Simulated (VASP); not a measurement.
SmH3, 4 atoms in the cell. The structure is cubic, space group Pm-3m (No. 221). Conventional cell: a = 3.410 Å, b = 3.410 Å, c = 3.410 Å, α = 90.00°, β = 90.00°, γ = 90.00°. Sm (site symmetry m-3m) has 12 H at 2.41 Å within 3.2 Å. Within 3.2 Å of H (site symmetry 4/mmm) lie 4 Sm at 2.41 Å and 8 H at 2.41 Å. The cell was built from a structure type or drawn by symmetry, and may not be a known phase.

```yaml
Program: VASP 6.6.1
Task: single point
Functional: PBE
Potentials_or_basis: VASP PAW PBE potentials, release 64 (Sm_3, H), 4f in core
Cutoff: 500 eV
k_mesh: 4 × 4 × 4
Occupations: gaussian, width 0.1 eV
Spin: no spin polarisation
Dipole_correction: no
Mended: yes
Further_INCAR_settings: ALGO = Normal; EDIFF = 1e-06; NBANDS = 15
```

Potentials or basis: VASP PAW PBE potentials, release 64 (Sm_3, H), 4f in core.

Command:

```bash
$ cat potpaw_PBE.64/Sm_3/POTCAR potpaw_PBE.64/H/POTCAR > POTCAR
$ mpirun -np 1 vasp_std > vasp.out
```

Hardware: 1 thread of AMD EPYC 9R45 96-Core Processor (Zen 5), on a shared host.

**Question.** How long does it take, and how much memory?

**Answer.** It took 5.4 s on 1 thread of AMD EPYC 9R45 96-Core Processor (Zen 5), on a shared host, peak memory 0.13 GiB. Counts: scf iterations 13, k points 10.
